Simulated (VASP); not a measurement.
Write the native input for VASP 6.6.1 that does the following.

```yaml
Task: relaxation of cell and atoms
Functional: r2SCAN
Potentials_or_basis: VASP PAW PBE potentials, release 64 (Ba_sv, Zr_sv, O)
Cutoff: 600 eV
k_mesh: 8 × 8 × 8
Occupations: fermi-dirac, width 0.1 eV
Spin: no spin polarisation
Dipole_correction: no
Further_INCAR_settings: ALGO = Normal; EDIFF = 1e-07; IBRION = 2; EDIFFG = -0.002; NSW = 100; ISIF = 3
```

BaZrO3:

```xyz
5
Lattice="4.1913 0.0000 0.0000 0.0000 4.1913 0.0000 0.0000 0.0000 4.1913" Properties=species:S:1:pos:R:3 pbc="T T T"
Ba    0.0000    0.0000    0.0000
Zr    2.0957    2.0957    2.0957
O     0.0000    2.0957    2.0957
O     2.0957    0.0000    2.0957
O     2.0957    2.0957    0.0000
```

These files were run (other wordings do the same):

POSCAR

```
BaZrO3
1.0
    4.1913400000      0.0000000000      0.0000000000
    0.0000000000      4.1913400000      0.0000000000
    0.0000000000      0.0000000000      4.1913400000
Ba Zr O
1 1 3
Direct
    0.0000000000      0.0000000000      0.0000000000
    0.5000000000      0.5000000000      0.5000000000
    0.0000000000      0.5000000000      0.5000000000
    0.5000000000      0.0000000000      0.5000000000
    0.5000000000      0.5000000000      0.0000000000
```

INCAR.step1

```
ALGO = Normal ; EDIFF = 1E-4
ENCUT = 600 ; GGA = PE
ISMEAR = -1 ; LASPH = T
LCHARG = F ; LREAL = F
LWAVE = T ; NELM = 100
PREC = Accurate ; SIGMA = 0.1
```

INCAR.step2

```
ALGO = Normal ; EDIFF = 1E-7
EDIFFG = -0.002 ; ENCUT = 600
IBRION = 2 ; ISIF = 3
ISMEAR = -1 ; ISTART = 1
LASPH = T ; LCHARG = F
LMIXTAU = T ; LREAL = F
LWAVE = F ; METAGGA = R2SCAN
NELM = 100 ; NSW = 100
PREC = Accurate ; SIGMA = 0.1
```

KPOINTS

```
k-points
0
Gamma
  8 8 8
```

Potentials or basis: VASP PAW PBE potentials, release 64 (Ba_sv, Zr_sv, O).

Launch:

```sh
$ cat potpaw_PBE.64/Ba_sv/POTCAR potpaw_PBE.64/Zr_sv/POTCAR potpaw_PBE.64/O/POTCAR > POTCAR
$ cp INCAR.step1 INCAR
$ mpirun -np 1 vasp_std > vasp.out
$ cp INCAR.step2 INCAR
$ mpirun -np 1 vasp_std > vasp.out
```

It gave:

```
Relaxed volume                         : 14.95 Å³/atom
Relaxed cell                           : a = 4.213 Å, b = 4.213 Å, c = 4.213 Å, α = 90.00°, β = 90.00°, γ = 90.00°
Space group after relaxing (to 0.05 Å) : Pm-3m (No. 221)
Energy gained by relaxing              : 1.8 meV/atom
Ionic steps                            : 3
Pressure after relaxing                : 0.0 GPa
Band gap on the k mesh                 : 3.67 eV, indirect (least direct gap 3.93 eV)
```

Caveat: the PAW data sets were made with another functional, which shifts forces and pressure a little; spin-orbit coupling is left out, which moves the levels of the heavy elements.

Wall time 4.9 min on 1 thread of Intel(R) Xeon(R) 6975P-C (Granite Rapids) (shared host), peak memory 0.29 GiB.
